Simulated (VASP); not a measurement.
# SiC (Moissanite 3C) (I-4m2) in VASP: a series of runs

Runs on SiC (Moissanite 3C). Level: LDA. Tasks: single point.

Everything below comes from runs of VASP 6.6.1. Logs are shortened: lines on timing, memory, paths and dates and some standing lists are left out, and cuts for length are marked.

### 1 The cell of the first run

Symmetry: I-4m2, No. 119, tetragonal system. The conventional cell has a = 3.112 Å, b = 3.112 Å, c = 4.358 Å, α = 90.00°, β = 90.00°, γ = 90.00°. Within 2.5 Å of Si (site symmetry -4m2) lie 4 C at 1.90 Å. C (site symmetry -4m2) has 4 Si at 1.90 Å within 2.5 Å.

### 2 Single point, LDA

Contents of INCAR:

```
SYSTEM = SiC
  PREC = Accurate
  ENCUT = 600
  EDIFF = 1E-6
  ISMEAR = -1
  SIGMA = 0.02
  LREAL = .False.
  LASPH = .True.
  NELM = 120
  ALGO = Normal
  ISIF = 2
  LWAVE = .False.
  LCHARG = .False.
  NBANDS = 11
  GGA_COMPAT = .False.
```

Contents of KPOINTS:

```
regular mesh
0
Gamma
  8 8 8
  0 0 0
```

Contents of POSCAR:

```
SiC
1.0
    0.0000000000      2.2007900000      2.1790000000
    2.2007900000      0.0000000000      2.1790000000
    2.2007900000      2.2007900000      0.0000000000
Si C
1 1
Direct
    0.0000000000      0.0000000000      0.0000000000
    0.2500000000      0.2500000000      0.2500000000
```

Potentials or basis: VASP PAW LDA potentials, release 64 (Si, C).

The run is started by

```console
$ cat potpaw_LDA.64/Si/POTCAR potpaw_LDA.64/C/POTCAR > POTCAR
$ mpirun -np 1 vasp_std > vasp.out
```

OUTCAR:

```text
SYSTEM = SiC
   PREC = Accurate
   ENCUT = 600
   EDIFF = 1E-6
   ISMEAR = -1
   LREAL = .False.
   LASPH = .True.
   NELM = 120
   ISIF = 2

 ion  position               nearest neighbor table
   1  0.000  0.000  0.000-   2 1.90   2 1.90   2 1.90   2 1.90
   2  0.250  0.250  0.250-   1 1.90   1 1.90   1 1.90   1 1.90

  LATTYP: Found a body centered tetragonal cell.
 ALAT       =     3.1123870659
 C/A-ratio  =     1.4002114479

  Lattice vectors:

 A1 = (   0.0000000000,  -2.2007900000,  -2.1790000000)
 A2 = (   0.0000000000,   2.2007900000,  -2.1790000000)
 A3 = (   2.2007900000,   0.0000000000,   2.1790000000)

Analysis of symmetry for initial positions (statically):
=====================================================================
 Subroutine PRICEL returns:
 Original cell was already a primitive cell.

 Routine SETGRP: Setting up the symmetry group for a
 body centered tetragonal supercell.

 Subroutine GETGRP returns: Found  8 space group operations
 (whereof  8 operations were pure point group operations)
 out of a pool of 16 trial point group operations.

The static configuration has the point symmetry D_2d.

Analysis of symmetry for dynamics (positions and initial velocities):
=====================================================================
 Subroutine PRICEL returns:
 Original cell was already a primitive cell.

 Routine SETGRP: Setting up the symmetry group for a
 body centered tetragonal supercell.

 Subroutine GETGRP returns: Found  8 space group operations
 (whereof  8 operations were pure point group operations)
 out of a pool of 16 trial point group operations.

The dynamic configuration has the point symmetry D_2d.

 Subroutine INISYM returns: Found  8 space group operations
 (whereof  8 operations are pure point group operations),
 and found     1 'primitive' translations

----------------------------------------------------------------------------------------

                                     Primitive cell

  volume of cell :      21.1079

  direct lattice vectors                    reciprocal lattice vectors
     0.000000000  2.200790000  2.179000000    -0.227191145  0.227191145  0.229463056
     2.200790000  0.000000000  2.179000000     0.227191145 -0.227191145  0.229463056
     2.200790000  2.200790000  0.000000000     0.227191145  0.227191145 -0.229463056

  length of vectors
     3.097017537  3.097017537  3.112387066     0.394822653  0.394822653  0.394822653

  position of ions in fractional coordinates (direct lattice)
     0.000000000  0.000000000  0.000000000
     0.250000000  0.250000000  0.250000000

  ion indices of the primitive-cell ions
   primitive index   ion index
                 1           1
                 2           2

----------------------------------------------------------------------------------------

 KPOINTS: regular mesh

Automatic generation of k-mesh.
 Grid dimensions read from file:
 generate k-points for:    8    8    8

 Generating k-lattice:

  Cartesian coordinates                     Fractional coordinates (reciprocal lattice)
    -0.028398893  0.028398893  0.028682882     0.125000000  0.000000000  0.000000000
     0.028398893 -0.028398893  0.028682882     0.000000000  0.125000000  0.000000000
     0.028398893  0.028398893 -0.028682882     0.000000000  0.000000000  0.125000000

  Length of vectors
     0.049352832  0.049352832  0.049352832

  Shift w.r.t. Gamma in fractional coordinates (k-lattice)
     0.000000000  0.000000000  0.000000000

 Subroutine IBZKPT returns following result:
 ===========================================

 Found     59 irreducible k-points:

 Following reciprocal coordinates:
            Coordinates               Weight
  0.000000  0.000000  0.000000      1.000000
  0.125000  0.000000  0.000000      8.000000
  0.250000  0.000000  0.000000      8.000000
  0.375000  0.000000  0.000000      8.000000
  0.500000  0.000000  0.000000      4.000000
  0.125000  0.125000  0.000000      2.000000
[... 16 lines left out ...]
  0.250000  0.000000  0.125000     16.000000
  0.375000  0.000000  0.125000     16.000000
 [... further k-points ...]
   k-points           NKPTS =     59   k-points in BZ     NKDIM =     59   number of bands    NBANDS=     11
   number of dos      NEDOS =    301   number of ions     NIONS =      2
   total plane-waves  NPLWV =  21952
   dimension x,y,z NGX =    28 NGY =   28 NGZ =   28
   dimension x,y,z NGXF=    56 NGYF=   56 NGZF=   56
   ions per type =               1   1
   NGX,Y,Z   is equivalent  to a cutoff of  15.03, 15.03, 14.96 a.u.
   NGXF,Y,Z  is equivalent  to a cutoff of  30.06, 30.06, 29.91 a.u.
 SYSTEM =  SiC
   PREC   = accura    normal or accurate (medium, high low for compatibility)
   ISTART =      0    job   : 0-new  1-cont  2-samecut
   ICHARG =      2    charge: 1-file 2-atom 10-const
   ISPIN  =      1    spin polarized calculation?
   LNONCOLLINEAR =      F non collinear calculations
   LSORBIT =      F    spin-orbit coupling
   LASPH  =      T    aspherical Exc in radial PAW
   ENCUT  =  600.0 eV  44.10 Ry    6.64 a.u.   6.19  6.19  6.22*2*pi/ulx,y,z
   NELM   =    120;   NELMIN=  2; NELMDL= -5     # of ELM steps
   EDIFF  = 0.1E-05   stopping-criterion for ELM
   LREAL  =      F    real-space projection
   EDIFFG = 0.1E-04   stopping-criterion for IOM
   NSW    =      0    number of steps for IOM
   IBRION =     -1    ionic relax: 0-MD 1-quasi-New 2-CG
   NFREE  =      0    steps in history (QN), initial steepest desc. (CG)
   ISIF   =      2    stress and relaxation
   ISYM   =      2    0-nonsym 1-usesym 2-fastsym
   POTIM  = 0.5000    time-step for ionic-motion
   TEBEG  =    0.0;   TEEND  =   0.0 temperature during run
   PSTRESS=    0.0 pullay stress
   NELECT =       8.0000    total number of electrons
   NUPDOWN=      -1.0000    fix difference up-down
   EMIN   =  10.00;   EMAX   =-10.00  energy-range for DOS
   EFERMI =   0.00;   METHOD = LEGACY
   ISMEAR =    -1;   SIGMA  =   0.02  broadening in eV -4-tet -1-fermi 0-gaus
   EFERMI_NEDOS =   21; number of points for ismear=-14 and -15
   IALGO  =     38    algorithm
   IMIX   =      4    mixing-type and parameters
     AMIX     =   0.40;   BMIX     =  1.00
     AMIX_MAG =   1.60;   BMIX_MAG =  1.00
  volume/ion in A,a.u.               =      10.55        71.22
  Fermi-wavevector in a.u.,A,eV,Ry     =   1.184741  2.238835 19.097284  1.403611
  Thomas-Fermi vector in A             =   2.320949
   LORBIT       =      0    0 simple, 1 ext, 2 COOP (PROOUT), +10 PAW based schemes
   GGA     = CA    functional components
   LHFCALC =     F    Hartree Fock is set to
   AEXX    =    0.0000 exact exchange contribution
   IVDW    =     0    specifies the selected vdW correction
   LEPSILON=     F    determine dielectric tensor
   LRPA    =     F    only Hartree local field effects (RPA)
 non-spin polarized calculation
  energy-cutoff  :      600.00
  volume of cell :       21.11
 maximum number of plane-waves:       725
 NGX is ok and might be reduce to    28
   NGX = 13   NGY = 13   NGZ = 13

 number of electron       8.0000000 magnetization

 Free energy of the ion-electron system (eV)
  ---------------------------------------------------
  ext. energy  EPLUGINS =         0.00000000
  ---------------------------------------------------
  free energy    TOTEN  =       -16.62204524 eV

  energy without entropy =      -16.62204524  energy(sigma->0) =      -16.62204524

 E-fermi :   8.2751     XC(G=0): -11.4720

 val. band max:        7.8811906562   @ k =   0.0000   0.0000   0.0000
 cond. band min:       9.0985801942   @ k =   0.5000   0.5000   0.0000
 fundamental gap:      1.2173895380
 Fermi energy:         8.2750686368

 k-point     1 :       0.0000    0.0000    0.0000
  band No.  band energies     occupation
      1      -7.3242      2.00000
      2       7.8152      2.00000
      3       7.8152      2.00000
      4       7.8812      2.00000
      5      13.8934      0.00000
      6      14.8759      0.00000
      7      14.9034      0.00000
      8      14.9034      0.00000
      9      22.0345      0.00000
     10      22.3255      0.00000
     11      23.7007      0.00000

 k-point     2 :       0.1250    0.0000    0.0000
  band No.  band energies     occupation
      1      -7.0232      2.00000
      2       6.3721      2.00000
      3       7.6072      2.00000
      4       7.6650      2.00000
      5      14.1024      0.00000
      6      15.2327      0.00000
      7      15.2420      0.00000
      8      15.4230      0.00000
      9      20.8600      0.00000
     10      21.0652      0.00000
     11      23.5227      0.00000

 k-point     3 :       0.2500    0.0000    0.0000
  band No.  band energies     occupation
      1      -6.1423      2.00000
      2       3.6007      2.00000
      3       7.1891      2.00000
      4       7.2739      2.00000
      5      13.6001      0.00000
      6      15.4710      0.00000
      7      15.5515      0.00000
      8      16.9146      0.00000
      9      20.7430      0.00000
     10      20.7876      0.00000
     11      22.6219      0.00000

 k-point     4 :       0.3750    0.0000    0.0000
  band No.  band energies     occupation
      1      -4.7985      2.00000
      2       0.8921      2.00000
      3       6.8515      2.00000
      4       6.9595      2.00000
      5      13.1827      0.00000
      6      15.0578      0.00000
      7      15.1995      0.00000
      8      17.5977      0.00000
      9      22.6009      0.00000
     10      22.7066      0.00000
     11      22.9576      0.00000
[... 239 lines left out ...]
 k-point    22 :       0.1250    0.0000    0.1250
  band No.  band energies     occupation
      1      -6.9253      2.00000
      2       6.7194      2.00000
      3       7.1349      2.00000
      4       7.1869      2.00000
      5      13.8109      0.00000
      6      14.8383      0.00000
      7      15.8698      0.00000
      8      15.9869      0.00000
      9      19.0752      0.00000
     10      22.6936      0.00000
     11      25.2196      0.00000

 k-point    23 :       0.2500    0.0000    0.1250
  band No.  band energies     occupation
      1      -6.2388      2.00000
      2       4.5734      2.00000
      3       6.6243      2.00000
      4       6.8429      2.00000
      5      13.3594      0.00000
      6      15.2093      0.00000
      7      16.2635      0.00000
      8      16.6651      0.00000
      9      19.1350      0.00000
     10      22.5696      0.00000
     11      24.6386      0.00000

 k-point    24 :       0.3750    0.0000    0.1250
  band No.  band energies     occupation
      1      -5.0346      2.00000
      2       1.9085      2.00000
      3       6.2172      2.00000
      4       6.3500      2.00000
      5      13.0804      0.00000
      6      15.1545      0.00000
      7      16.4418      0.00000
      8      17.0533      0.00000
      9      20.6113      0.00000
     10      23.7939      0.00000
     11      24.3211      0.00000

 [... further k-points ...]

------------------------ aborting loop because EDIFF is reached ----------------------------------------

  FORCE on cell =-STRESS in cart. coord.  units (eV):
  Direction    XX          YY          ZZ          XY          YZ          ZX
  --------------------------------------------------------------------------------------
  -------------------------------------------------------------------------------------
  Total       -1.1969008     -1.1969008     -0.8647190      0.0000000      0.0000000     -0.0000000
  in kB      -90.8498670    -90.8498670    -65.6358560      0.0000000      0.0000000     -0.0000000
  external PRESSURE =     -82.4451967 kB  Pullay stress =       0.0000000 kB

 VOLUME and BASIS-vectors are now :
 -----------------------------------------------------------------------------
  energy-cutoff  :      600.00
  volume of cell :       21.11
      direct lattice vectors                 reciprocal lattice vectors
     0.000000000  2.200790000  2.179000000    -0.227191145  0.227191145  0.229463056
     2.200790000  0.000000000  2.179000000     0.227191145 -0.227191145  0.229463056
     2.200790000  2.200790000  0.000000000     0.227191145  0.227191145 -0.229463056

 POSITION                                       TOTAL-FORCE (eV/Angst)
 -----------------------------------------------------------------------------------
      0.00000      0.00000      0.00000        -0.000000     -0.000000      0.000000
      1.10040      1.10040      1.08950         0.000000      0.000000     -0.000000
 -----------------------------------------------------------------------------------
    total drift:                               -0.000000     -0.000000     -0.000000

  FREE ENERGIE OF THE ION-ELECTRON SYSTEM (eV)
  ---------------------------------------------------
  free  energy   TOTEN  =       -16.6220452372 eV

  energy  without entropy=      -16.6220452372  energy(sigma->0) =      -16.62204524
```

Wall time 33 s (1 thread of Intel Xeon 8259CL, shared host); peak memory 0.14 GiB.

Results:

| Quantity | Value |
| --- | --- |
| Free energy | -16.6220 eV |
| Pressure | -8.2 GPa |
| Band gap on the k mesh | 1.22 eV, indirect (least direct gap 4.46 eV) |

Levels at points of the mesh, in eV from the valence-band top:
```
           k point  band 2  band 3  band 4  band 5  band 6  band 7
(0.00, 0.00, 0.00)   -0.07   -0.07    0.00    6.01    6.99    7.02
(0.50, 0.00, 0.00)   -8.49   -1.15   -1.04    5.16    6.93    7.09
(0.50, 0.50, 0.00)   -7.71   -3.27   -3.27    1.22    3.96   13.53
(0.50, 0.00, 0.50)   -7.84   -3.17   -3.16    1.31    4.13   13.42
```

A k mesh can miss the band edges. A hybrid or GW would open this gap; LDA tends to underestimate it.

### 3 Single point, LDA

This run uses another cell than the first one, of 10.76 Å³/atom, 1.020 times its volume.

Contents of INCAR:

```
PREC = Accurate
ENCUT = 600
EDIFF = 1E-6
ISMEAR = -1
SIGMA = 0.02
LREAL = F
LASPH = T
NELM = 120
ALGO = Normal
ISIF = 2
LWAVE = F
LCHARG = F
GGA = CA
NBANDS = 11
GGA_COMPAT = F
```

Contents of KPOINTS:

```
regular mesh
0
Gamma
  8 8 8
```

Contents of POSCAR:

```
SiC
1.0
    0.0000000000      2.2225800000      2.1790000000
    2.2225800000      0.0000000000      2.1790000000
    2.2225800000      2.2225800000      0.0000000000
Si C
1 1
Direct
    0.0000000000      0.0000000000      0.0000000000
    0.2500000000      0.2500000000      0.2500000000
```

Potentials or basis: VASP PAW LDA potentials, release 64 (Si, C).

The run is started by

```console
$ cat potpaw_LDA.64/Si/POTCAR potpaw_LDA.64/C/POTCAR > POTCAR
$ mpirun -np 1 vasp_std > vasp.out
```

OUTCAR:

```text
PREC = Accurate
   ENCUT = 600
   EDIFF = 1E-6
   ISMEAR = -1
   LREAL = F
   LASPH = T
   NELM = 120
   ISIF = 2
   GGA = CA

 ion  position               nearest neighbor table
   1  0.000  0.000  0.000-   2 1.91   2 1.91   2 1.91   2 1.91
   2  0.250  0.250  0.250-   1 1.91   1 1.91   1 1.91   1 1.91

  LATTYP: Found a body centered tetragonal cell.
 ALAT       =     3.1432027795
 C/A-ratio  =     1.3864838847

  Lattice vectors:

 A1 = (   0.0000000000,  -2.2225800000,  -2.1790000000)
 A2 = (   0.0000000000,   2.2225800000,  -2.1790000000)
 A3 = (   2.2225800000,   0.0000000000,   2.1790000000)

Analysis of symmetry for initial positions (statically):
=====================================================================
 Subroutine PRICEL returns:
 Original cell was already a primitive cell.

 Routine SETGRP: Setting up the symmetry group for a
 body centered tetragonal supercell.

 Subroutine GETGRP returns: Found  8 space group operations
 (whereof  8 operations were pure point group operations)
[... 172 lines left out ...]
  band No.  band energies     occupation
      1      -7.3918      2.00000
      2       7.5758      2.00000
      3       7.5758      2.00000
      4       7.7045      2.00000
      5      13.4416      0.00000
      6      14.5077      0.00000
      7      14.5645      0.00000
      8      14.5645      0.00000
      9      21.5627      0.00000
     10      22.1216      0.00000
     11      23.1836      0.00000
[... 309 lines left out ...]
 k-point    24 :       0.3750    0.0000    0.1250
  band No.  band energies     occupation
      1      -5.1465      2.00000
      2       1.7499      2.00000
      3       5.9631      2.00000
      4       6.1859      2.00000
      5      12.7891      0.00000
      6      14.7359      0.00000
      7      16.1414      0.00000
      8      16.7211      0.00000
      9      20.2325      0.00000
     10      23.3534      0.00000
     11      23.9467      0.00000

 [... further k-points ...]

------------------------ aborting loop because EDIFF is reached ----------------------------------------

  FORCE on cell =-STRESS in cart. coord.  units (eV):
  Direction    XX          YY          ZZ          XY          YZ          ZX
  --------------------------------------------------------------------------------------
  -------------------------------------------------------------------------------------
  Total       -1.8287054     -1.8287054     -1.1705749      0.0000000     -0.0000000      0.0000000
  in kB     -136.0981738   -136.0981738    -87.1179696      0.0000000     -0.0000000      0.0000000
  external PRESSURE =    -119.7714391 kB  Pullay stress =       0.0000000 kB

 VOLUME and BASIS-vectors are now :
 -----------------------------------------------------------------------------
  energy-cutoff  :      600.00
  volume of cell :       21.53
      direct lattice vectors                 reciprocal lattice vectors
     0.000000000  2.222580000  2.179000000    -0.224963781  0.224963781  0.229463056
     2.222580000  0.000000000  2.179000000     0.224963781 -0.224963781  0.229463056
     2.222580000  2.222580000  0.000000000     0.224963781  0.224963781 -0.229463056

 POSITION                                       TOTAL-FORCE (eV/Angst)
 -----------------------------------------------------------------------------------
      0.00000      0.00000      0.00000        -0.000000     -0.000000     -0.000000
      1.11129      1.11129      1.08950         0.000000      0.000000      0.000000
 -----------------------------------------------------------------------------------
    total drift:                               -0.000000     -0.000000     -0.000000

  FREE ENERGIE OF THE ION-ELECTRON SYSTEM (eV)
  ---------------------------------------------------
  free  energy   TOTEN  =       -16.5926440698 eV

  energy  without entropy=      -16.5926440698  energy(sigma->0) =      -16.59264407
```

OSZICAR:

```text
N       E                     dE             d eps       ncg     rms          rms(c)
DAV:   1     0.351021434540E+01    0.35102E+01   -0.42973E+03  1322   0.693E+02
DAV:   2    -0.178083351844E+02   -0.21319E+02   -0.20230E+02  1639   0.115E+02
DAV:   3    -0.185061263891E+02   -0.69779E+00   -0.69630E+00  1598   0.173E+01
DAV:   4    -0.185091935333E+02   -0.30671E-02   -0.30668E-02  1518   0.149E+00
DAV:   5    -0.185092093734E+02   -0.15840E-04   -0.15840E-04  1612   0.985E-02    0.864E+00
DAV:   6    -0.166708497721E+02    0.18384E+01   -0.71243E+00  1478   0.116E+01    0.376E+00
DAV:   7    -0.166136663383E+02    0.57183E-01   -0.33239E-01  1571   0.339E+00    0.171E+00
DAV:   8    -0.165930742897E+02    0.20592E-01   -0.25337E-02  1517   0.956E-01    0.178E-01
DAV:   9    -0.165926259205E+02    0.44837E-03   -0.21109E-03  1636   0.243E-01    0.956E-02
DAV:  10    -0.165926439745E+02   -0.18054E-04   -0.14440E-04  1478   0.738E-02    0.316E-02
DAV:  11    -0.165926440698E+02   -0.95252E-07   -0.68411E-06  1583   0.146E-02
   1 F= -.16592644E+02 E0= -.16592644E+02  d E =-.489307E-11
```

stdout:

```text
POSCAR found type information on POSCAR SiC
 POSCAR found :  2 types and       2 ions
 scaLAPACK will be used
 LDA part: xc-table for (Slater(with rela. corr.)+CA(PZ))
 , standard interpolation
 POSCAR, INCAR and KPOINTS ok, starting setup
 FFT: planning ... GRIDC
 FFT: planning ... GRID_SOFT
 FFT: planning ... GRID
 WAVECAR not read
 entering main loop
```

Wall time 33 s (1 thread of Intel Xeon 8259CL, shared host); peak memory 0.14 GiB.

What came out:

* Free energy: -16.5926 eV
* Pressure: -12.0 GPa
* Band gap on the k mesh: 1.14 eV, indirect (least direct gap 4.43 eV)

Stress tensor (GPa, compression positive):
```
-13.61   0.00   0.00
  0.00 -13.61   0.00
  0.00   0.00  -8.71
```
